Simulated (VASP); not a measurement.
# Lu (Im-3m) in VASP: further runs

Runs on Lu. Level: PBEsol. Tasks: single point, relaxation of cell and atoms.

All numbers are computed with VASP 6.6.1; they aren't measurements. Logs are shortened: lines on timing, memory, paths and dates and some standing lists are left out, and cuts for length are marked.

**1. The cell of the first run**

The structure is cubic, space group Im-3m (No. 229). Conventional cell: a = 3.607 Å, b = 3.607 Å, c = 3.607 Å, α = 90.00°, β = 90.00°, γ = 90.00°. Within 4.1 Å of Lu (site symmetry m-3m) lie 14 Lu at 3.12 to 3.61 Å.

**2. Single point, PBEsol**

Input file INCAR:

```
SYSTEM = Lu
  PREC = Accurate
  ENCUT = 520
  EDIFF = 1E-7
  ISMEAR = 0
  SIGMA = 0.05
  LREAL = .FALSE.
  LASPH = .TRUE.
  NELM = 60
  ALGO = Normal
  ISIF = 2
  LWAVE = .FALSE.
  LCHARG = .TRUE.
  GGA = PS
  LELF = .TRUE.
  LVHAR = .TRUE.
  NBANDS = 18
```

Input file KPOINTS:

```
regular mesh
0
G
  6 6 6
  0 0 0
```

Input file POSCAR:

```
Lu
1.0
    1.8036576265      1.8036576265      1.8036576265
   -1.8036576265      1.8036576265      1.8036576265
   -1.8036576265     -1.8036576265      1.8036576265
Lu
1
Direct
    0.0000000000      0.0000000000      0.0000000000
```

Potentials or basis: VASP PAW PBE potentials, release 64 (Lu).

On the command line:

```console
$ cat potpaw_PBE.64/Lu/POTCAR > POTCAR
$ mpirun -np 1 vasp_std > vasp.out
```

OUTCAR:

```text
SYSTEM = Lu
   PREC = Accurate
   ENCUT = 520
   EDIFF = 1E-7
   ISMEAR = 0
   LREAL = .FALSE.
   LASPH = .TRUE.
   NELM = 60
   ISIF = 2
   GGA = PS

 ion  position               nearest neighbor table
   1  0.000  0.000  0.000-

  LATTYP: Found a body centered cubic cell.
 ALAT       =     3.6073152530

  Lattice vectors:

 A1 = (   1.8036576265,  -1.8036576265,  -1.8036576265)
 A2 = (   1.8036576265,   1.8036576265,   1.8036576265)
 A3 = (  -1.8036576265,  -1.8036576265,   1.8036576265)

Analysis of symmetry for initial positions (statically):
=====================================================================
 Subroutine PRICEL returns:
 Original cell was already a primitive cell.

 Routine SETGRP: Setting up the symmetry group for a
 body centered cubic supercell.

 Subroutine GETGRP returns: Found 48 space group operations
 (whereof 48 operations were pure point group operations)
 out of a pool of 48 trial point group operations.

The static configuration has the point symmetry O_h .

Analysis of symmetry for dynamics (positions and initial velocities):
=====================================================================
 Subroutine PRICEL returns:
 Original cell was already a primitive cell.

 Routine SETGRP: Setting up the symmetry group for a
 body centered cubic supercell.

 Subroutine GETGRP returns: Found 48 space group operations
 (whereof 48 operations were pure point group operations)
 out of a pool of 48 trial point group operations.

The dynamic configuration has the point symmetry O_h .

 Subroutine INISYM returns: Found 48 space group operations
 (whereof 48 operations are pure point group operations),
 and found     1 'primitive' translations

----------------------------------------------------------------------------------------

                                     Primitive cell

  volume of cell :      23.4705

  direct lattice vectors                    reciprocal lattice vectors
     1.803657626  1.803657626  1.803657626     0.277214474  0.000000000  0.277214474
    -1.803657626  1.803657626  1.803657626    -0.277214474  0.277214474  0.000000000
    -1.803657626 -1.803657626  1.803657626     0.000000000 -0.277214474  0.277214474

  length of vectors
     3.124026649  3.124026649  3.124026649     0.392040469  0.392040469  0.392040469

  position of ions in fractional coordinates (direct lattice)
[... 63 lines left out ...]
   LNONCOLLINEAR =      F non collinear calculations
   LSORBIT =      F    spin-orbit coupling
   LASPH  =      T    aspherical Exc in radial PAW
   ENCUT  =  520.0 eV  38.22 Ry    6.18 a.u.   5.81  5.81  5.81*2*pi/ulx,y,z
   NELM   =     60;   NELMIN=  2; NELMDL= -5     # of ELM steps
   EDIFF  = 0.1E-06   stopping-criterion for ELM
   LREAL  =      F    real-space projection
   EDIFFG = 0.1E-05   stopping-criterion for IOM
   NSW    =      0    number of steps for IOM
   IBRION =     -1    ionic relax: 0-MD 1-quasi-New 2-CG
   NFREE  =      0    steps in history (QN), initial steepest desc. (CG)
   ISIF   =      2    stress and relaxation
   ISYM   =      2    0-nonsym 1-usesym 2-fastsym
   POTIM  = 0.5000    time-step for ionic-motion
   TEBEG  =    0.0;   TEEND  =   0.0 temperature during run
   PSTRESS=    0.0 pullay stress
   NELECT =      25.0000    total number of electrons
   NUPDOWN=      -1.0000    fix difference up-down
   EMIN   =  10.00;   EMAX   =-10.00  energy-range for DOS
   EFERMI =   0.00;   METHOD = LEGACY
   ISMEAR =     0;   SIGMA  =   0.05  broadening in eV -4-tet -1-fermi 0-gaus
   EFERMI_NEDOS =   21; number of points for ismear=-14 and -15
   IALGO  =     38    algorithm
   IMIX   =      4    mixing-type and parameters
     AMIX     =   0.40;   BMIX     =  1.00
     AMIX_MAG =   1.60;   BMIX_MAG =  1.00
  volume/ion in A,a.u.               =      23.47       158.39
  Fermi-wavevector in a.u.,A,eV,Ry     =   1.671915  3.159460 38.032340  2.795298
  Thomas-Fermi vector in A             =   2.757153
   LORBIT       =      0    0 simple, 1 ext, 2 COOP (PROOUT), +10 PAW based schemes
   GGA     = PS    functional components
   LHFCALC =     F    Hartree Fock is set to
   AEXX    =    0.0000 exact exchange contribution
   IVDW    =     0    specifies the selected vdW correction
   LEPSILON=     F    determine dielectric tensor
   LRPA    =     F    only Hartree local field effects (RPA)
 non-spin polarized calculation
 Gauss-broadening in eV      SIGMA  =   0.05
  energy-cutoff  :      520.00
  volume of cell :       23.47
 maximum number of plane-waves:       640
   NGX = 11   NGY = 11   NGZ = 11

 number of electron      24.9999988 magnetization

 Free energy of the ion-electron system (eV)
  ---------------------------------------------------
  ext. energy  EPLUGINS =         0.00000000
  ---------------------------------------------------
  free energy    TOTEN  =        -4.65231048 eV

  energy without entropy =       -4.64519634  energy(sigma->0) =       -4.64875341

 E-fermi :   3.1962     XC(G=0): -11.8809

 val. band max:        3.0447721090   @ k =   0.1667   0.5000   0.1667
 cond. band min:       3.2052780343   @ k =   0.5000   0.1667   0.0000
 fundamental gap:      0.1605059253
 Fermi energy:         3.1962165879

 k-point     1 :       0.0000    0.0000    0.0000
  band No.  band energies     occupation
      1     -52.8118      2.00000
      2     -23.0266      2.00000
      3     -23.0266      2.00000
      4     -23.0266      2.00000
      5      -3.5876      2.00000
      6      -1.7177      2.00000
[... 313 lines left out ...]
      5      -1.7295      2.00000
      6      -1.6454      2.00000
[... 10 lines left out ...]
     17      11.0898      0.00000
     18      11.0898      0.00000

------------------------ aborting loop because EDIFF is reached ----------------------------------------

  FORCE on cell =-STRESS in cart. coord.  units (eV):
  Direction    XX          YY          ZZ          XY          YZ          ZX
  --------------------------------------------------------------------------------------
  -------------------------------------------------------------------------------------
  Total        1.5179409      1.5179409      1.5179409     -0.0000000     -0.0000000     -0.0000000
  in kB      103.6198925    103.6198925    103.6198925     -0.0000000     -0.0000000     -0.0000000
  external PRESSURE =     103.6198925 kB  Pullay stress =       0.0000000 kB

 VOLUME and BASIS-vectors are now :
 -----------------------------------------------------------------------------
  energy-cutoff  :      520.00
  volume of cell :       23.47
      direct lattice vectors                 reciprocal lattice vectors
     1.803657626  1.803657626  1.803657626     0.277214474  0.000000000  0.277214474
    -1.803657626  1.803657626  1.803657626    -0.277214474  0.277214474  0.000000000
    -1.803657626 -1.803657626  1.803657626     0.000000000 -0.277214474  0.277214474

 POSITION                                       TOTAL-FORCE (eV/Angst)
 -----------------------------------------------------------------------------------
      0.00000      0.00000      0.00000        -0.000000      0.000000      0.000000
 -----------------------------------------------------------------------------------
    total drift:                                0.000000     -0.000000      0.000000

  FREE ENERGIE OF THE ION-ELECTRON SYSTEM (eV)
  ---------------------------------------------------
  free  energy   TOTEN  =        -4.6523104811 eV

  energy  without entropy=       -4.6451963386  energy(sigma->0) =       -4.64875341
```

OSZICAR:

```text
N       E                     dE             d eps       ncg     rms          rms(c)
DAV:   1     0.760204346610E+02    0.76020E+02   -0.10193E+04   704   0.456E+03
DAV:   2     0.633747993142E+00   -0.75387E+02   -0.73327E+02   596   0.365E+02
DAV:   3    -0.460721769584E+01   -0.52410E+01   -0.52012E+01   632   0.708E+01
DAV:   4    -0.479295626387E+01   -0.18574E+00   -0.18511E+00   810   0.113E+01
DAV:   5    -0.479849888981E+01   -0.55426E-02   -0.55214E-02   678   0.165E+00    0.347E+00
DAV:   6    -0.466844397399E+01    0.13005E+00   -0.48055E-01   880   0.144E+01    0.134E+00
DAV:   7    -0.465389149546E+01    0.14552E-01   -0.31744E-02   856   0.176E+00    0.395E-01
DAV:   8    -0.465205457721E+01    0.18369E-02   -0.63663E-03   938   0.576E-01    0.979E-02
DAV:   9    -0.465230774365E+01   -0.25317E-03   -0.73648E-04   736   0.263E-01    0.344E-02
DAV:  10    -0.465230940206E+01   -0.16584E-05   -0.70225E-05   706   0.653E-02    0.101E-02
DAV:  11    -0.465231090915E+01   -0.15071E-05   -0.35602E-06   742   0.197E-02    0.487E-03
DAV:  12    -0.465231056015E+01    0.34900E-06   -0.37336E-07   652   0.730E-03    0.219E-04
DAV:  13    -0.465231048113E+01    0.79021E-07   -0.13709E-08   352   0.173E-03
   1 F= -.46523105E+01 E0= -.46487534E+01  d E =-.711414E-02
```

stdout:

```text
POSCAR found type information on POSCAR Lu
 POSCAR found :  1 types and       1 ions
 scaLAPACK will be used
 -----------------------------------------------------------------------------
|                                                                             |
|                                                                             |
|     You enforced a specific xc type in the INCAR file but a different       |
|     I HOPE YOU KNOW WHAT YOU ARE DOING!                                     |
|                                                                             |
 -----------------------------------------------------------------------------

 LDA part: xc-table for (Slater+PW92), standard interpolation
 POSCAR, INCAR and KPOINTS ok, starting setup
 FFT: planning ... GRIDC
 FFT: planning ... GRID_SOFT
 FFT: planning ... GRID
 WAVECAR not read
 entering main loop
```

Wall time 8.1 s (1 thread of Intel Xeon Platinum 8259CL at 2.50GHz (Skylake/Cascade Lake), shared host); peak memory 0.14 GiB.

What came out:

```yaml
Free_energy: -4.6523 eV
Pressure: 10.4 GPa
```

Levels at points of the mesh, in eV from the Fermi level:
| k point | band 9 | band 10 | band 11 | band 12 | band 13 | band 14 | band 15 | band 16 |
| --- | --- | --- | --- | --- | --- | --- | --- | --- |
| (0.00, 0.00, 0.00) | -4.75 | -4.75 | -4.75 | -4.71 | 2.25 | 2.25 | 2.25 | 5.04 |
| (0.50, 0.00, 0.00) | -4.77 | -4.76 | -4.74 | -3.09 | 0.04 | 1.26 | 4.92 | 6.09 |
| (0.50, 0.50, 0.50) | -4.74 | -4.74 | -4.74 | -2.31 | -2.31 | 7.31 | 7.31 | 7.31 |

Caveat: the k points lie up to 0.41 Å⁻¹ apart; the PAW data sets were made with another functional, which shifts forces and pressure a little; spin-orbit coupling is left out, which moves the levels of the heavy elements.

[end of part 1 of 2]
